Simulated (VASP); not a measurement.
A run of VASP 6.6.1:

The input INCAR:

```
PREC = Accurate
ENCUT = 520
EDIFF = 1E-6
ISMEAR = -1
SIGMA = 0.1
LREAL = False
LASPH = True
NELM = 100
ALGO = Normal
ISIF = 2
LWAVE = False
LCHARG = False
GGA = RE
NBANDS = 7
```

File KPOINTS:

```
regular mesh
0
Gamma
  20 20 20
```

Contents of POSCAR:

```
Be
1.0
   -1.2254883435      1.2254883435      1.2254883435
    1.2254883435     -1.2254883435      1.2254883435
    1.2254883435      1.2254883435     -1.2254883435
Be
1
Direct
    0.0000000000      0.0000000000      0.0000000000
```

Potentials or basis: VASP PAW PBE potentials, release 64 (Be).

Run with:

```bash
$ cat potpaw_PBE.64/Be/POTCAR > POTCAR
$ mpirun -np 1 vasp_std > vasp.out
```

Hardware: 1 thread of Intel(R) Xeon(R) 6975P-C (Granite Rapids) (shared host).

Estimate the wall time of this run.

Wall time 3.2 s on 1 thread of Intel(R) Xeon(R) 6975P-C (Granite Rapids), on a shared host, peak memory 0.11 GiB. Counts: scf iterations 10, k points 256.
